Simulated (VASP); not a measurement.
# Sb (I4/mmm) in VASP: a series of runs, part 2 of 3

VASP 6.6.1. Earlier steps stand in the parts before.

**4. Single point, PBEsol-based screened hybrid with 25 % exact exchange**

This run uses another cell than the first one, of 26.96 Å³/atom.

Contents of POSCAR:

```
Sb
1.0
   -1.5765401831      1.5765401831      2.7119384313
    1.5765401831     -1.5765401831      2.7119384313
    1.5765401831      1.5765401831     -2.7119384313
Sb
1
Direct
    0.0000000000      0.0000000000      0.0000000000
```

Contents of INCAR.step1:

```
ALGO = Normal ; EDIFF = 1E-5
ENCUT = 400 ; GGA = PE
GGA_COMPAT = False ; ISIF = 2
ISMEAR = -1 ; LASPH = True
LREAL = False ; LWAVE = True
NBANDS = 14 ; NELM = 120
PREC = Accurate ; SIGMA = 0.05
```

Contents of INCAR.step2:

```
AEXX = 0.25 ; ALGO = Normal
EDIFF = 1E-6 ; ENCUT = 400
GGA = PS ; GGA_COMPAT = False
HFSCREEN = 0.207 ; ISIF = 2
ISMEAR = -1 ; ISTART = 1
LASPH = True ; LCHARG = True
LELF = True ; LHFCALC = True
LREAL = False ; LVHAR = True
LWAVE = False ; NBANDS = 14
NELM = 120 ; PREC = Accurate
PRECFOCK = Normal ; SIGMA = 0.05
```

Contents of KPOINTS:

```
k-points
0
Gamma
  6 6 6
```

Potentials or basis: VASP PAW PBE potentials, release 64 (Sb_d_GW).

Launch:

```bash
cat potpaw_PBE.64/Sb_d_GW/POTCAR > POTCAR
cp INCAR.step1 INCAR
mpirun -np 1 vasp_std > vasp.out
cp INCAR.step2 INCAR
mpirun -np 1 vasp_std > vasp.out
```

OUTCAR:

```text
AEXX = 0.25
   EDIFF = 1E-6
   ENCUT = 400
   GGA = PS
   HFSCREEN = 0.207
   ISIF = 2
   ISMEAR = -1
   ISTART = 1
   LASPH = True
   LHFCALC = True
   LREAL = False
   NELM = 120
   PREC = Accurate
   PRECFOCK = Normal

 ion  position               nearest neighbor table
   1  0.000  0.000  0.000-

  LATTYP: Found a body centered tetragonal cell.
 ALAT       =     3.1530803662
 C/A-ratio  =     1.7201835135

  Lattice vectors:

 A1 = (  -1.5765401831,   1.5765401831,   2.7119384313)
 A2 = (   1.5765401831,  -1.5765401831,   2.7119384313)
 A3 = (   1.5765401831,   1.5765401831,  -2.7119384313)

Analysis of symmetry for initial positions (statically):
=====================================================================
 Subroutine PRICEL returns:
 Original cell was already a primitive cell.

 Routine SETGRP: Setting up the symmetry group for a
 body centered tetragonal supercell.

 Subroutine GETGRP returns: Found 16 space group operations
 (whereof 16 operations were pure point group operations)
 out of a pool of 16 trial point group operations.

The static configuration has the point symmetry D_4h.

Analysis of symmetry for dynamics (positions and initial velocities):
=====================================================================
 Subroutine PRICEL returns:
 Original cell was already a primitive cell.

 Routine SETGRP: Setting up the symmetry group for a
 body centered tetragonal supercell.

 Subroutine GETGRP returns: Found 16 space group operations
 (whereof 16 operations were pure point group operations)
 out of a pool of 16 trial point group operations.

The dynamic configuration has the point symmetry D_4h.

 Subroutine INISYM returns: Found 16 space group operations
 (whereof 16 operations are pure point group operations),
 and found     1 'primitive' translations

----------------------------------------------------------------------------------------

                                     Primitive cell

  volume of cell :      26.9619

  direct lattice vectors                    reciprocal lattice vectors
    -1.576540183  1.576540183  2.711938431     0.000000000  0.317150178  0.184369967
     1.576540183 -1.576540183  2.711938431     0.317150178  0.000000000  0.184369967
     1.576540183  1.576540183 -2.711938431     0.317150178  0.317150178  0.000000000

  length of vectors
     3.510778824  3.510778824  3.510778824     0.366846726  0.366846726  0.448518083

  position of ions in fractional coordinates (direct lattice)
     0.000000000  0.000000000  0.000000000

  ion indices of the primitive-cell ions
   primitive index   ion index
                 1           1

----------------------------------------------------------------------------------------

 KPOINTS: k-points

Automatic generation of k-mesh.
 Grid dimensions read from file:
 generate k-points for:    6    6    6

 Generating k-lattice:

  Cartesian coordinates                     Fractional coordinates (reciprocal lattice)
     0.000000000  0.052858363  0.030728328     0.166666667 -0.000000000  0.000000000
     0.052858363  0.000000000  0.030728328    -0.000000000  0.166666667  0.000000000
     0.052858363  0.052858363  0.000000000     0.000000000  0.000000000  0.166666667

  Length of vectors
[... 44 lines left out ...]
   NGXF,Y,Z  is equivalent  to a cutoff of  22.73, 22.73, 22.73 a.u.
 SYSTEM =  unknown system
   PREC   = accura    normal or accurate (medium, high low for compatibility)
   ISTART =      1    job   : 0-new  1-cont  2-samecut
   ICHARG =      0    charge: 1-file 2-atom 10-const
   ISPIN  =      1    spin polarized calculation?
   LNONCOLLINEAR =      F non collinear calculations
   LSORBIT =      F    spin-orbit coupling
   LASPH  =      T    aspherical Exc in radial PAW
   ENCUT  =  400.0 eV  29.40 Ry    5.42 a.u.   5.73  5.73  5.73*2*pi/ulx,y,z
   NELM   =    120;   NELMIN=  2; NELMDL=  0     # of ELM steps
   EDIFF  = 0.1E-05   stopping-criterion for ELM
   LREAL  =      F    real-space projection
   EDIFFG = 0.1E-04   stopping-criterion for IOM
   NSW    =      0    number of steps for IOM
   IBRION =     -1    ionic relax: 0-MD 1-quasi-New 2-CG
   NFREE  =      0    steps in history (QN), initial steepest desc. (CG)
   ISIF   =      2    stress and relaxation
   ISYM   =      3    0-nonsym 1-usesym 2-fastsym
   POTIM  = 0.5000    time-step for ionic-motion
   TEBEG  =    0.0;   TEEND  =   0.0 temperature during run
   PSTRESS=    0.0 pullay stress
   NELECT =      15.0000    total number of electrons
   NUPDOWN=      -1.0000    fix difference up-down
   EMIN   =  10.00;   EMAX   =-10.00  energy-range for DOS
   EFERMI =   0.00;   METHOD = LEGACY
   ISMEAR =    -1;   SIGMA  =   0.05  broadening in eV -4-tet -1-fermi 0-gaus
   EFERMI_NEDOS =   21; number of points for ismear=-14 and -15
   IALGO  =     38    algorithm
   IMIX   =      1    mixing-type and parameters
     AMIX     =   0.40;   BMIX     =  1.00
     AMIX_MAG =   1.60;   BMIX_MAG =  1.00
  volume/ion in A,a.u.               =      26.96       181.95
  Fermi-wavevector in a.u.,A,eV,Ry     =   1.346445  2.544412 24.666194  1.812914
  Thomas-Fermi vector in A             =   2.474276
   LORBIT       =      0    0 simple, 1 ext, 2 COOP (PROOUT), +10 PAW based schemes
   GGA     = PS    functional components
   LHFCALC =     T    Hartree Fock is set to
   PRECFOCK=normal    Normal, Fast or Accurate (Low or Medium for compatibility)
   ENCUT4O =  -1.0   cutoff for four orbital integrals eV
   NKREDX  =     1    reduce k-point grid by
   NKREDY  =     1    reduce k-point grid by
   NKREDZ  =     1    reduce k-point grid by
   AEXX    =    0.2500 exact exchange contribution
   HFSCREEN=    0.2070 screening length (either q_TF or 0.3 A-1)
   HFSCREENC=   0.2070 screening length for correlation (either q_TF or 0.3 A-1)
   ENCUTFOCK=  -1.0 apply spherical cutoff to Coloumb kernel
   IVDW    =     0    specifies the selected vdW correction
   LEPSILON=     F    determine dielectric tensor
   LRPA    =     F    only Hartree local field effects (RPA)
 non-spin polarized calculation
  energy-cutoff  :      400.00
  volume of cell :       26.96
 maximum number of plane-waves:       501
  NGX = 18; NGY = 18; NGZ = 18

 number of electron      15.0000016 magnetization

 Free energy of the ion-electron system (eV)
  ---------------------------------------------------
  ext. energy  EPLUGINS =         0.00000000
  ---------------------------------------------------
  free energy    TOTEN  =        -4.91146573 eV

  energy without entropy =       -4.90961956  energy(sigma->0) =       -4.91054265

 E-fermi :   6.5061     XC(G=0):  -8.8682

 val. band max:        6.0883661842   @ k =  -0.3333   0.3333   0.0000
 cond. band min:       6.6451219100   @ k =   0.5000   0.3333  -0.0000
 fundamental gap:      0.5567557258
 Fermi energy:         6.5061014556

 k-point     1 :       0.0000    0.0000    0.0000
  band No.  band energies     occupation
      1     -25.6799      2.00000
      2     -25.6652      2.00000
      3     -25.6189      2.00000
      4     -25.6189      2.00000
      5     -25.5316      2.00000
      6      -8.3194      2.00000
      7      11.4500      0.00000
      8      12.2762      0.00000
      9      12.2762      0.00000
     10      16.8636      0.00000
     11      17.5377      0.00000
     12      18.1196      0.00000
     13      18.3075      0.00000
     14      18.3089      0.00000
[... 377 lines left out ...]
      1     -25.6777      2.00000
      2     -25.6509      2.00000
      3     -25.6000      2.00000
      4     -25.5924      2.00000
      5     -25.5339      2.00000
      6      -6.5026      2.00000
      7       4.9722      2.00000
      8       7.2150      0.00000
      9      10.3997      0.00000
     10      14.3407      0.00000
     11      17.1683      0.00000
     12      19.4387      0.00000
     13      22.4802      0.00000
     14      23.4847      0.00000

 [... further k-points ...]

------------------------ aborting loop because EDIFF is reached ----------------------------------------

  FORCE on cell =-STRESS in cart. coord.  units (eV):
  Direction    XX          YY          ZZ          XY          YZ          ZX
  --------------------------------------------------------------------------------------
  -------------------------------------------------------------------------------------
  Total       -0.3196358     -0.3196358     -0.7927415      0.0000000     -0.0000000      0.0000000
  in kB      -18.9939846    -18.9939846    -47.1077419      0.0000000     -0.0000000      0.0000000
  external PRESSURE =     -28.3652370 kB  Pullay stress =       0.0000000 kB

 VOLUME and BASIS-vectors are now :
 -----------------------------------------------------------------------------
  energy-cutoff  :      400.00
  volume of cell :       26.96
      direct lattice vectors                 reciprocal lattice vectors
    -1.576540183  1.576540183  2.711938431     0.000000000  0.317150178  0.184369967
     1.576540183 -1.576540183  2.711938431     0.317150178  0.000000000  0.184369967
     1.576540183  1.576540183 -2.711938431     0.317150178  0.317150178  0.000000000

 POSITION                                       TOTAL-FORCE (eV/Angst)
 -----------------------------------------------------------------------------------
      0.00000      0.00000      0.00000         0.000000      0.000000      0.000000
 -----------------------------------------------------------------------------------
    total drift:                               -0.000000      0.000000     -0.000001

  FREE ENERGIE OF THE ION-ELECTRON SYSTEM (eV)
  ---------------------------------------------------
  free  energy   TOTEN  =        -4.9114657305 eV

  energy  without entropy=       -4.9096195628  energy(sigma->0) =       -4.91054265
```

It took 25 min on 1 thread of Intel Xeon Platinum 8488C (Sapphire Rapids), shared host; peak memory 0.25 GiB.

Results:

| Property | Result |
| --- | --- |
| Free energy | -4.9115 eV |
| Pressure | -2.8 GPa |
| Band gap on the k mesh | zero (an odd number of electrons rules out a gap without spin polarisation) |

Stress tensor (GPa, compression positive):
```
-1.90  0.00  0.00
 0.00 -1.90  0.00
 0.00  0.00 -4.71
```

Levels at points of the mesh, in eV from the Fermi level:
| k point | band 5 | band 6 | band 7 | band 8 | band 9 | band 10 | band 11 | band 12 |
| --- | --- | --- | --- | --- | --- | --- | --- | --- |
| (0.00, 0.00, 0.00) | -32.04 | -14.83 | 4.94 | 5.77 | 5.77 | 10.36 | 11.03 | 11.61 |
| (0.50, 0.00, 0.00) | -32.04 | -10.49 | -6.93 | 1.75 | 5.69 | 6.41 | 10.86 | 11.16 |
| (0.50, 0.50, 0.00) | -31.98 | -7.66 | -5.36 | -1.53 | 0.44 | 3.51 | 4.45 | 16.34 |
| (0.50, 0.50, 0.50) | -32.02 | -10.64 | -6.77 | 2.07 | 2.07 | 6.14 | 6.37 | 22.11 |

Caveat: the k points lie up to 0.38 Å⁻¹ apart, too coarse for converged energies and pressures of a metal; the PAW data sets were made with another functional, which shifts forces and pressure a little; spin-orbit coupling is left out, which moves the levels of the heavy elements; an odd number of electrons without spin polarisation forces a metal; a magnetic or distorted state may lie lower.

(Continued in part 3 of 3.)

The gap in the log of VASP goes by the Fermi energy; the results here count the filled bands.